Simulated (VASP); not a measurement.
A run of VASP 6.6.1:

File INCAR:

```
PREC = Accurate ; ENCUT = 520
EDIFF = 1E-6 ; ISMEAR = 0
SIGMA = 0.15 ; LREAL = F
LASPH = T ; NELM = 60
ALGO = Normal ; ISIF = 2
LWAVE = F ; LCHARG = T
GGA = PE ; IVDW = 12
LELF = T ; LVHAR = T
NBANDS = 18
```

The input KPOINTS:

```
regular mesh
0
Gamma
  12 12 8
```

File POSCAR:

```
PtSe2
1.0
    3.7715031150      0.0000000000      0.0000000000
   -1.8857515575      3.2662175080      0.0000000000
    0.0000000000      0.0000000000      4.8219239451
Pt Se
1 2
Direct
    0.0000000000      0.0000000000      0.0000000000
    0.3333333333      0.6666666667      0.2655211092
    0.6666666667      0.3333333333      0.7344788908
```

Potentials or basis: VASP PAW PBE potentials, release 64 (Pt, Se).

Launch:

```console
$ cat potpaw_PBE.64/Pt/POTCAR potpaw_PBE.64/Se/POTCAR > POTCAR
$ mpirun -np 1 vasp_std > vasp.out
```

Hardware: 1 thread of Intel(R) Xeon(R) 6975P-C (Granite Rapids) (shared host).

**Question.** Estimate the wall time of this run.

**Answer.** Wall time 38 s on 1 thread of Intel(R) Xeon(R) 6975P-C (Granite Rapids), on a shared host, peak memory 0.29 GiB. Counts: scf iterations 12, k points 131.
